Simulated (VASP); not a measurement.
Set up this calculation in VASP 6.6.1, as the native input.

| Property | Result |
| --- | --- |
| Task | single point |
| Functional | LDA |
| Potentials or basis | VASP PAW LDA potentials, release 64 (Ni, Ge_d) |
| Cutoff | 520 eV |
| k mesh | 12 × 12 × 12 |
| Occupations | gaussian, width 0.15 eV |
| Spin | collinear spin |
| Starting moments | [0.125, 0.125, 0.125, 0.0] μB |
| Fixed moment | 0.375 μB |
| Dipole correction | no |
| Further INCAR settings | ALGO = Normal; EDIFF = 1e-06; NBANDS = 34 |

The structure of Ni3Ge lies in POSCAR:

```
Ni3Ge
1.0
    3.2654491275      0.0000000000      0.0000000000
    0.0000000000      3.2654491275      0.0000000000
    0.0000000000      0.0000000000      3.2654491275
Ni Ge
3 1
Direct
    0.5000000000      0.0000000000      0.5000000000
    0.0000000000      0.5000000000      0.5000000000
    0.5000000000      0.5000000000      0.0000000000
    0.0000000000      0.0000000000      0.0000000000
```

The input as run:

INCAR

```
  ALGO = Normal
  EDIFF = 1E-6
  ENCUT = 520
  ISIF = 2
  ISMEAR = 0
  ISPIN = 2
  LASPH = True
  LCHARG = True
  LELF = True
  LMAXMIX = 4
  LORBIT = 11
  LREAL = False
  LVHAR = True
  LWAVE = False
  MAGMOM = 0.125 0.125 0.125 0
  NBANDS = 34
  NELM = 150
  NUPDOWN = 0.375
  PREC = Accurate
  SIGMA = 0.15
```

KPOINTS

```
k-points
0
Gamma
  12 12 12
```

Potentials or basis: VASP PAW LDA potentials, release 64 (Ni, Ge_d).

Launch:

```sh
$ cat potpaw_LDA.64/Ni/POTCAR potpaw_LDA.64/Ge_d/POTCAR > POTCAR
$ mpirun -np 1 vasp_std > vasp.out
```

It gave:

| Item | Value |
| --- | --- |
| Pressure | 77.4 GPa |
| Net moment | 0.38 μB per cell |
| Site moments | Ni +0.12; Ge +0.00 μB |
| Valence electrons inside the program's atomic spheres | Ni 10.05; Ge 12.96 |

Caveat: the cell stands under pressure; the total moment is fixed, so each spin has its own Fermi level.

It took 55 s on 1 thread of Intel(R) Xeon(R) 6975P-C (Granite Rapids), on a shared host, peak memory 0.24 GiB.
